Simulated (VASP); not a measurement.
Wanted: the native input for a VASP 6.6.1 run.

| Item | Value |
| --- | --- |
| Task | single point |
| Functional | PBE |
| Potentials or basis | VASP PAW PBE potentials, release 64 (Be, Cd, O) |
| Cutoff | 520 eV |
| k mesh | 4 × 4 × 6 |
| Occupations | gaussian, width 0.1 eV |
| Spin | no spin polarisation |
| Dipole correction | no |
| Further INCAR settings | ALGO = Normal; EDIFF = 1e-06; NBANDS = 26 |

The structure of Be2CdO3 lies in POSCAR:

```
Be2CdO3
1.0
    2.5056542000     -4.3447088800      0.0000000000
    2.5056542000      4.3447088800      0.0000000000
   -0.0601676100      0.0000000000      2.8723718200
Be Cd O
2 1 3
Direct
    0.6670000000      0.3330000000      0.0000000000
    0.3330000000      0.6670000000      0.0000000000
    0.0000000000      0.0000000000      0.0000000000
    0.0000000000      0.5000000000      0.5000000000
    0.5000000000      0.0000000000      0.5000000000
    0.5000000000      0.5000000000      0.5000000000
```

The cell was generated, and may not be a known phase.

These files were run (other wordings do the same):

INCAR

```
PREC     = Accurate       # precision mode
ENCUT    = 520            # plane-wave cutoff, eV
EDIFF    = 1E-6           # SCF threshold, eV
ISMEAR   = 0              # smearing method
SIGMA    = 0.1            # smearing width, eV
LREAL    = False          # projectors in reciprocal space
LASPH    = True           # aspherical terms in the spheres
NELM     = 80             # most SCF steps
ALGO     = Normal         # electronic algorithm
ISIF     = 2              # what is computed and relaxed
LWAVE    = False          # write WAVECAR
LCHARG   = False          # write CHGCAR
GGA      = PE             # functional
NBANDS   = 26             # bands
```

KPOINTS

```
Automatic mesh
0
Gamma
  4 4 6
```

Potentials or basis: VASP PAW PBE potentials, release 64 (Be, Cd, O).

Command:

```sh
$ cat potpaw_PBE.64/Be/POTCAR potpaw_PBE.64/Cd/POTCAR potpaw_PBE.64/O/POTCAR > POTCAR
$ mpirun -np 1 vasp_std > vasp.out
```

Results of the run:

```json
{
  "Pressure": "-19.2 GPa",
  "Largest force": "0.009 eV/Å",
  "Band gap on the k mesh": "zero (bands 17 and 18 overlap by 0.48 eV)"
}
```

Caveat: the k points lie up to 0.36 Å⁻¹ apart; semilocal functionals underestimate gaps, and a narrow one can read as zero.

It took 26 s on 1 thread of Intel(R) Xeon(R) 6975P-C (Granite Rapids), with other jobs on the host, peak memory 0.21 GiB.
